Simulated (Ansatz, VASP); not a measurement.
**One calculation of Ir, two programs**

The input INCAR:

```
SYSTEM = Ir
ALGO = Fast ; EDIFF = 1E-6
ENCUT = 520 ; GGA = PS
ISIF = 2 ; ISMEAR = 0
LASPH = .True. ; LCHARG = .False.
LREAL = .False. ; LWAVE = .False.
NBANDS = 10 ; NELM = 100
PREC = Accurate ; SIGMA = 0.15
```

Contents of KPOINTS:

```
k-points
0
Gamma
  30 30 30
  0 0 0
```

POSCAR

```
Ir
1.0
    0.0000000000      2.0804791636      1.6227737476
    2.0804791636      0.0000000000      1.6227737476
    2.0804791636      2.0804791636      0.0000000000
Ir
1
Direct
    0.0000000000      0.0000000000      0.0000000000
```

Input for Ansatz:

```yaml
crystal:
  lattice:
    - [0.0, 2.0804791636, 1.6227737476]
    - [2.0804791636, 0.0, 1.6227737476]
    - [2.0804791636, 2.0804791636, 0.0]
  atoms:
    - { symbol: Ir, position: [0.0, 0.0, 0.0] }
basis:
  ecutwfc: 420
kpoints:
  mp_grid: { grid: [30, 30, 30] }
hamiltonian:
  xc: pbesol
scf:
  occupations: { method: gaussian, width: 0.15 }
output:
  forces: true
  stress: true
  eigenvalues: true
```

Alike in both runs: task single point; functional PBEsol; k mesh 30 × 30 × 30; occupations gaussian, width 0.15 eV; no spin polarisation.

```csv
,VASP,Ansatz
version,VASP 6.6.1,Ansatz 0.2.0
potentials or method,"VASP PAW PBE potentials, release 64 (Ir), cutoff 520 eV","scalar-relativistic, plane waves, PAW"
valence electrons in the cell,9,17
```

```csv
,VASP,Ansatz,Ansatz less VASP
gap on the k mesh at the Fermi level (eV),none,none,-
pressure (GPa),11.4,9.9,-1.45
"traceless stress, the component that is largest in VASP (GPa)",33.16,33.33,+0.175
```

VASP's potentials were made for PBE, not for PBEsol. A gap of «none» marks a metal or a gap that the smearing closes. With one functional, cell and mesh, what is left measures potentials, basis and numerics. VASP's potentials hold 9 valence electrons a cell and Ansatz's 17, so a difference there can come from the potentials and not from the codes.

Neither program's run includes spin-orbit coupling.
